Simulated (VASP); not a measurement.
Here is a VASP 6.6.1 calculation.

INCAR

```
SYSTEM = Bi
PREC     = Accurate       ! precision mode
ENCUT    = 600            ! plane-wave cutoff, eV
EDIFF    = 1E-6           ! SCF threshold, eV
ISMEAR   = -1             ! smearing method
SIGMA    = 0.1            ! smearing width, eV
LREAL    = .False.        ! projectors in reciprocal space
LASPH    = .True.         ! aspherical terms in the spheres
NELM     = 100            ! most SCF steps
ALGO     = Normal         ! electronic algorithm
ISIF     = 3              ! what is computed and relaxed
LWAVE    = .False.        ! write WAVECAR
LCHARG   = .False.        ! write CHGCAR
GGA      = CA             ! functional
IBRION   = 2              ! ionic algorithm
NSW      = 80             ! ionic steps
EDIFFG   = -0.01          ! ionic threshold
```

KPOINTS

```
regular mesh
0
Gamma
  7 7 9
  0 0 0
```

Contents of POSCAR:

```
Bi
1.0
    5.6460260353      0.0000000000      0.0000000000
   -2.8230130177      4.8896019770      0.0000000000
    0.0000000000      0.0000000000      3.4610139597
Bi
3
Direct
    0.0000000000      0.0000000000      0.0000000000
    0.3333333333      0.6666666667      0.5000000000
    0.6666666667      0.3333333333      0.5000000000
```

Potentials or basis: VASP PAW LDA potentials, release 64 (Bi_d).

Run with:

```bash
$ cat potpaw_LDA.64/Bi_d/POTCAR > POTCAR
$ mpirun -np 1 vasp_std > vasp.out
```

Task: Predict the space group after relaxing (to 0.05 Å).

Result: P6/mmm (No. 191).

Task: What does it give for the relaxed volume?

Result: 29.74 Å³/atom.

Task: Estimate the relaxed cell.

Result: a = 5.588 Å, b = 5.588 Å, c = 3.300 Å, α = 90.00°, β = 90.00°, γ = 120.00°.

Step by step:
```
step  energy change (eV)  largest force (eV/Å)  pressure (GPa)  volume (Å³)
   1              0.0000                0.0000           -3.63        95.55
   2             -0.0634                0.0000            2.57        85.89
   3             -0.0850                0.0000            0.17        88.91
   4             -0.0916                0.0000            0.16        88.95
   5             -0.0936                0.0000            0.18        88.98
   6             -0.0936                0.0000            0.18        88.98
   7             -0.0936                0.0000            0.18        88.98
   8             -0.0936                0.0000           -0.14        89.45
   9             -0.0937                0.0000            0.00        89.23
```
